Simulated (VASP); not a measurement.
# B5O (P6/mmm) in VASP: further runs, part 2 of 2

VASP 6.6.1. Earlier steps stand in the parts before.

## (3) Single point, PBE, collinear spin, ferromagnetic start

This run uses another cell than the first one, of 7.13 Å³/atom.

Input file INCAR:

```
  PREC = Accurate
  ENCUT = 520
  EDIFF = 1E-6
  ISMEAR = 0
  SIGMA = 0.1
  LREAL = False
  LASPH = True
  NELM = 150
  ALGO = Normal
  ISIF = 2
  LWAVE = False
  LCHARG = True
  ISPIN = 2
  MAGMOM = 0 0 0 0 0 1
  LORBIT = 11
  GGA = PE
  LELF = True
  LVHAR = True
  NBANDS = 24
```

Input file KPOINTS:

```
Automatic mesh
0
Gamma
  6 6 4
```

Input file POSCAR:

```
B5O
1.0
    2.9089410248      0.0000000000      0.0000000000
   -1.4544705124      2.5192168255      0.0000000000
    0.0000000000      0.0000000000      5.8406297822
B O
5 1
Direct
    0.3333333333      0.6666666667      0.7172284976
    0.3333333333      0.6666666667      0.2827715024
    0.6666666667      0.3333333333      0.2827715024
    0.6666666667      0.3333333333      0.7172284976
    0.0000000000      0.0000000000      0.5000000000
    0.0000000000      0.0000000000      0.0000000000
```

Potentials or basis: VASP PAW PBE potentials, release 64 (B, O).

Started as:

```sh
$ cat potpaw_PBE.64/B/POTCAR potpaw_PBE.64/O/POTCAR > POTCAR
$ mpirun -np 1 vasp_std > vasp.out
```

OUTCAR:

```text
PREC = Accurate
   ENCUT = 520
   EDIFF = 1E-6
   ISMEAR = 0
   LREAL = False
   LASPH = True
   NELM = 150
   ISIF = 2
   ISPIN = 2
   LORBIT = 11
   GGA = PE

 ion  position               nearest neighbor table
   1  0.333  0.667  0.717-   4 1.68   4 1.68   4 1.68   5 2.10   5 2.10   5 2.10
   2  0.333  0.667  0.283-   3 1.68   3 1.68   3 1.68   5 2.10   5 2.10   5 2.10
   3  0.667  0.333  0.283-   2 1.68   2 1.68   2 1.68   5 2.10   5 2.10   5 2.10
   4  0.667  0.333  0.717-   1 1.68   1 1.68   1 1.68   5 2.10   5 2.10   5 2.10
   5  0.000  0.000  0.500-   1 2.10   2 2.10   3 2.10   4 2.10   1 2.10   2 2.10   3 2.10   4 2.10
                             3 2.10   4 2.10   1 2.10   2 2.10
   6  0.000  0.000  0.000-

  LATTYP: Found a hexagonal cell.
 ALAT       =     2.9089410248
 C/A-ratio  =     2.0078199360

  Lattice vectors:

 A1 = (   2.9089410248,   0.0000000000,   0.0000000000)
 A2 = (  -1.4544705124,   2.5192168255,   0.0000000000)
 A3 = (   0.0000000000,   0.0000000000,   5.8406297822)

Analysis of symmetry for initial positions (statically):
=====================================================================
 Subroutine PRICEL returns:
 Original cell was already a primitive cell.

 Routine SETGRP: Setting up the symmetry group for a
 hexagonal supercell.

 Subroutine GETGRP returns: Found 24 space group operations
 (whereof 24 operations were pure point group operations)
 out of a pool of 24 trial point group operations.

The static configuration has the point symmetry D_6h.

Analysis of symmetry for dynamics (positions and initial velocities):
=====================================================================
 Subroutine PRICEL returns:
 Original cell was already a primitive cell.

 Routine SETGRP: Setting up the symmetry group for a
 hexagonal supercell.

 Subroutine GETGRP returns: Found 24 space group operations
 (whereof 24 operations were pure point group operations)
[... 176 lines left out ...]
 Fermi energy:         6.3308160614

 spin component 1

 k-point     1 :       0.0000    0.0000    0.0000
  band No.  band energies     occupation
      1     -12.3521      1.00000
      2      -9.2491      1.00000
      3      -6.4352      1.00000
      4       1.5122      1.00000
      5       2.0474      1.00000
      6       4.8454      1.00000
[... 514 lines left out ...]
     21      19.7878      0.00000
     22      19.7878      0.00000
 Fermi energy:         6.3308160614

 spin component 2

 k-point     1 :       0.0000    0.0000    0.0000
  band No.  band energies     occupation
      1     -12.3525      1.00000
      2      -9.2493      1.00000
      3      -6.4353      1.00000
      4       1.5120      1.00000
      5       2.0470      1.00000
      6       4.8449      1.00000
[... 514 lines left out ...]
     21      19.7878      0.00000
     22      19.7878      0.00000
 [bands above 22 left out]

------------------------ aborting loop because EDIFF is reached ----------------------------------------

  FORCE on cell =-STRESS in cart. coord.  units (eV):
  Direction    XX          YY          ZZ          XY          YZ          ZX
  --------------------------------------------------------------------------------------
  -------------------------------------------------------------------------------------
  Total       -0.0294792     -0.0294792      0.0385022      0.0000000      0.0000000      0.0000000
  in kB       -1.1034861     -1.1034861      1.4412385      0.0000000      0.0000000      0.0000000
  external PRESSURE =      -0.2552445 kB  Pullay stress =       0.0000000 kB

 VOLUME and BASIS-vectors are now :
 -----------------------------------------------------------------------------
  energy-cutoff  :      520.00
  volume of cell :       42.80
      direct lattice vectors                 reciprocal lattice vectors
     2.908941025  0.000000000  0.000000000     0.343767712  0.198474381  0.000000000
    -1.454470512  2.519216826  0.000000000     0.000000000  0.396948762  0.000000000
     0.000000000  0.000000000  5.840629782     0.000000000  0.000000000  0.171214413

 POSITION                                       TOTAL-FORCE (eV/Angst)
 -----------------------------------------------------------------------------------
     -0.00000      1.67948      4.18907        -0.000000      0.000000      0.003597
     -0.00000      1.67948      1.65156        -0.000000      0.000000     -0.003597
      1.45447      0.83974      1.65156         0.000000     -0.000000     -0.003597
      1.45447      0.83974      4.18907         0.000000     -0.000000      0.003597
      0.00000      0.00000      2.92031         0.000000      0.000000      0.000000
      0.00000      0.00000      0.00000         0.000000      0.000000      0.000000
 -----------------------------------------------------------------------------------
    total drift:                               -0.000000     -0.000000     -0.000000

  FREE ENERGIE OF THE ION-ELECTRON SYSTEM (eV)
  ---------------------------------------------------
  free  energy   TOTEN  =       -32.5266422589 eV

  energy  without entropy=      -32.5117108185  energy(sigma->0) =      -32.51917654

 total charge

# of ion       s       p       d       tot
------------------------------------------
    1        0.718   1.225   0.000   1.943
    2        0.718   1.225   0.000   1.943
    3        0.718   1.225   0.000   1.943
    4        0.718   1.225   0.000   1.943
    5        0.606   0.938   0.000   1.544
    6        1.627   3.137   0.000   4.764
--------------------------------------------------
tot          5.105   8.977   0.000  14.081

 magnetization (x)

# of ion       s       p       d       tot
------------------------------------------
    1       -0.000  -0.000   0.000  -0.000
    2       -0.000  -0.000   0.000  -0.000
    3       -0.000  -0.000   0.000  -0.000
    4       -0.000  -0.000   0.000  -0.000
    5        0.000  -0.000   0.000  -0.000
    6       -0.000  -0.000   0.000  -0.000
--------------------------------------------------
tot         -0.000  -0.000   0.000  -0.001
```

stdout:

```text
POSCAR found type information on POSCAR B O
 POSCAR found :  2 types and       6 ions
 scaLAPACK will be used
 LDA part: xc-table for (Slater+PW92), standard interpolation
 POSCAR, INCAR and KPOINTS ok, starting setup
 FFT: planning ... GRIDC
 FFT: planning ... GRID_SOFT
 FFT: planning ... GRID
 WAVECAR not read
 entering main loop
```

Wall time 2 min (1 thread of Intel Xeon 8259CL, shared host); peak memory 0.19 GiB.

Results:

```yaml
Free_energy: -32.5266 eV
Pressure: 0.0 GPa
Largest_force: 0.004 eV/Å
Net_moment: 0.00 μB per cell
Valence_electrons_inside_the_program's_atomic_spheres: B 1.94, 1.54 (each value once); O 4.76
```

Forces in eV/Å, atoms in the order of the input:
```
B    0.000  0.000  0.004
B    0.000  0.000 -0.004
B    0.000  0.000 -0.004
B    0.000  0.000  0.004
B    0.000  0.000  0.000
O    0.000  0.000  0.000
```

Caveat: the k points lie up to 0.42 Å⁻¹ apart.

## (4) Relaxation of cell and atoms, PBE, collinear spin, ferromagnetic start

Input file INCAR:

```
SYSTEM = B5O
ALGO = Normal
EDIFF = 1E-7
EDIFFG = -0.04
ENCUT = 600
GGA = PE
IBRION = 2
ISIF = 3
ISMEAR = 0
ISPIN = 2
LASPH = .TRUE.
LCHARG = .FALSE.
LORBIT = 11
LREAL = .FALSE.
LWAVE = .FALSE.
MAGMOM = 0 0 0 0 0 1
NELM = 150
NSW = 90
PREC = Accurate
SIGMA = 0.1
```

Input file KPOINTS:

```
k-points
0
G
  6 6 4
  0 0 0
```

Input file POSCAR:

```
B5O
1.0
    2.8661809600      0.0000000000      0.0000000000
   -1.4330904800      2.4821855200      0.0000000000
    0.0000000000      0.0000000000      6.3947715800
B O
5 1
Direct
    0.3333333300      0.6666666700      0.6412483800
    0.3333333300      0.6666666700      0.3587516200
    0.6666666700      0.3333333300      0.3587516200
    0.6666666700      0.3333333300      0.6412483800
    0.0000000000      0.0000000000      0.5000000000
    0.0000000000      0.0000000000      0.0000000000
```

Started as:

```sh
$ cat potpaw_PBE.64/B/POTCAR potpaw_PBE.64/O/POTCAR > POTCAR
$ mpirun -np 1 vasp_std > vasp.out
```

Wall time 21 min (1 thread of Intel Xeon 8259CL, shared host); peak memory 0.21 GiB.

Results (log left out):

- Free energy: -32.5347 eV
- Relaxed volume: 7.13 Å³/atom
- Relaxed cell: a = 2.908 Å, b = 2.908 Å, c = 5.844 Å, α = 90.00°, β = 90.00°, γ = 120.00°
- Space group after relaxing (to 0.1 Å): P6/mmm (No. 191)
- Energy gained by relaxing: 480.3 meV/atom
- Ionic steps: 23
- Pressure after relaxing: 0.0 GPa
- Largest force after relaxing: 0.007 eV/Å
- Net moment: 0.00 μB per cell
- Valence electrons inside the program's atomic spheres: B 1.94, 1.54 (each value once); O 4.76

Forces on the atoms (eV/Å):
```
B    0.000  0.000 -0.007
B    0.000  0.000  0.007
B    0.000  0.000  0.007
B    0.000  0.000 -0.007
B    0.000  0.000  0.000
O    0.000  0.000  0.000
```

Stress tensor (GPa, compression positive):
```
 0.13  0.00  0.00
 0.00  0.13  0.00
 0.00  0.00 -0.24
```

Step by step:
```csv
step,energy change (eV),largest force (eV/Å),pressure (GPa),volume (Å³)
1,0.0000,3.2782,34.69,45.49
2,-0.9101,0.9973,-19.34,57.18
3,-0.9666,1.6927,-6.39,52.30
4,-1.0177,1.3625,-12.62,54.28
5,-1.8303,0.3997,-8.21,52.43
6,-1.8445,0.2398,-7.33,52.22
7,-1.8454,0.2007,-7.09,52.17
8,-2.0031,0.4692,-1.36,49.27
9,-2.0824,0.8117,6.71,46.17
10,-2.1726,0.9127,6.30,45.59
11,-2.4265,1.2188,5.33,43.81
12,-2.4999,1.0029,11.05,40.06
13,-2.5904,1.2901,6.51,41.91
14,-2.6011,1.2182,7.45,41.36
15,-2.7703,0.5365,3.82,41.56
16,-2.7837,0.2340,2.67,41.64
17,-2.8662,0.0337,2.35,42.06
18,-2.8744,0.1502,2.35,42.25
19,-2.8745,0.1402,2.34,42.23
20,-2.8799,0.0975,0.26,42.68
21,-2.8804,0.0812,-0.54,42.85
22,-2.8815,0.0430,-0.26,42.82
23,-2.8818,0.0071,0.01,42.80
```

Final structure:
```
B O
1.0
     2.90787    0.00000    0.00000
    -1.45393    2.51829    0.00000
     0.00000    0.00000    5.84443
B O
5 1
Direct
  0.33333 0.66667 0.71727
  0.33333 0.66667 0.28273
  0.66667 0.33333 0.28273
  0.66667 0.33333 0.71727
  0.00000 0.00000 0.50000
  0.00000 0.00000 0.00000
```

Levels at points of the mesh, in eV from the Fermi level:
Spin up:
| k point | band 8 | band 9 | band 10 | band 11 | band 12 | band 13 | band 14 | band 15 |
| --- | --- | --- | --- | --- | --- | --- | --- | --- |
| (0.00, 0.00, 0.00) | -0.76 | -0.76 | 0.29 | 0.29 | 0.99 | 0.99 | 2.30 | 7.21 |
| (0.50, 0.00, 0.00) | -2.58 | -1.87 | -1.53 | -0.41 | 1.29 | 2.01 | 2.61 | 3.50 |
| (0.00, 0.00, 0.50) | -0.68 | -0.68 | 0.18 | 0.18 | 0.78 | 0.78 | 0.91 | 7.22 |
| (0.50, 0.00, 0.50) | -3.72 | -3.34 | -2.56 | -0.38 | 1.12 | 2.41 | 2.89 | 4.70 |
Spin down:
```tsv
k point	band 9	band 10	band 11	band 12	band 13	band 14
(0.00, 0.00, 0.00)	-0.76	0.29	0.29	0.99	0.99	2.30
(0.50, 0.00, 0.00)	-1.87	-1.53	-0.41	1.29	2.01	2.61
(0.00, 0.00, 0.50)	-0.68	0.18	0.18	0.78	0.78	0.91
(0.50, 0.00, 0.50)	-3.34	-2.56	-0.38	1.12	2.41	2.89
```

Caveat: the k points lie up to 0.42 Å⁻¹ apart in the final cell.

## (5) The runs side by side

| task | spin | cell | cutoff (eV) | gap on the mesh (eV) | pressure (GPa) | moment (μB) | largest force (eV/Å) |
| --- | --- | --- | --- | --- | --- | --- | --- |
| single point | off | a = 2.866, b = 2.866, c = 6.395 Å, angles 90.0, 90.0, 120.0°, 6 atoms, atomic positions A | 520 | none | 31.4 | - | 3.75 |
| single point | collinear, ferromagnetic start | a = 2.909, b = 2.909, c = 5.841 Å, angles 90.0, 90.0, 120.0°, 6 atoms, atomic positions B | 520 | none | 0.0 | 0.00 | - |
| relaxation of cell and atoms | collinear, ferromagnetic start | relaxed from a = 2.866, b = 2.866, c = 6.395 Å, angles 90.0, 90.0, 120.0°, 6 atoms, atomic positions A | 600 | none | 0.0 | 0.00 | 0.01 |

Alike in all rows: level PBE; potentials or basis VASP PAW PBE potentials, release 64 (B, O); k mesh 6 × 6 × 4; smearing gaussian 0.1 eV.

Caveats: all runs use coarse meshes; an odd number of electrons without spin polarisation forces a metal (at least some runs); a magnetic or distorted state may lie lower (at least some runs).

Total energies depend on the potentials used, so only differences within one code and one set of settings carry meaning.
